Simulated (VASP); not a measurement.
# AlBAs2: single point with r2SCAN

Crystal: AlBAs2.

```
B As Al
1.0
     3.58615    0.00000    0.00000
     0.00000    3.58615    0.00000
     0.00000    0.00000    5.30248
B As Al
1 2 1
Direct
  0.00000 0.00000 0.00000
  0.00000 0.50000 0.21287
  0.50000 0.00000 0.78713
  0.50000 0.50000 0.50000
```

This cell differs from its parent crystal: volume changed by -6%.

| Item | Value |
| --- | --- |
| Program | VASP 6.6.1 |
| Task | single point |
| Functional | r2SCAN |
| Potentials or basis | VASP PAW PBE potentials, release 64 (B, As, Al) |
| Cutoff | 520 eV |
| k mesh | 6 × 6 × 4 |
| Occupations | gaussian, width 0.01 eV |
| Spin | no spin polarisation |

- Pressure: 7.0 GPa
- Largest force: 0.096 eV/Å
- Band gap on the k mesh: 0.91 eV, direct

Forces in eV/Å, atoms in the order of the input:
```
B    0.000  0.000  0.000
As   0.000  0.000 -0.096
As   0.000  0.000  0.096
Al   0.000  0.000  0.000
```

Stress tensor (GPa, compression positive):
```
6.73 0.00 0.00
0.00 6.73 0.00
0.00 0.00 7.53
```

Levels at points of the mesh, in eV from the valence-band top:
| k point | band 6 | band 7 | band 8 | band 9 | band 10 | band 11 |
| --- | --- | --- | --- | --- | --- | --- |
| (0.00, 0.00, 0.00) | -0.48 | 0.00 | 0.00 | 0.91 | 1.08 | 3.53 |
| (0.50, 0.00, 0.00) | -4.34 | -2.79 | -0.82 | 2.47 | 3.98 | 4.68 |
| (0.50, 0.50, 0.00) | -3.95 | -3.95 | -3.26 | 1.04 | 1.04 | 1.29 |
| (0.00, 0.00, 0.50) | -3.59 | -1.21 | -1.21 | 1.36 | 1.73 | 3.88 |
| (0.50, 0.00, 0.50) | -1.99 | -1.93 | -0.72 | 1.12 | 3.09 | 3.72 |
| (0.50, 0.50, 0.50) | -5.03 | -4.69 | -4.69 | 4.36 | 4.36 | 4.36 |

Wall time 3.9 min on 1 thread of AMD EPYC 7R13, with other jobs on the host, peak memory 0.17 GiB.

Caveat: the PAW data sets were made with another functional, which shifts forces and pressure a little. A k mesh can miss the band edges.
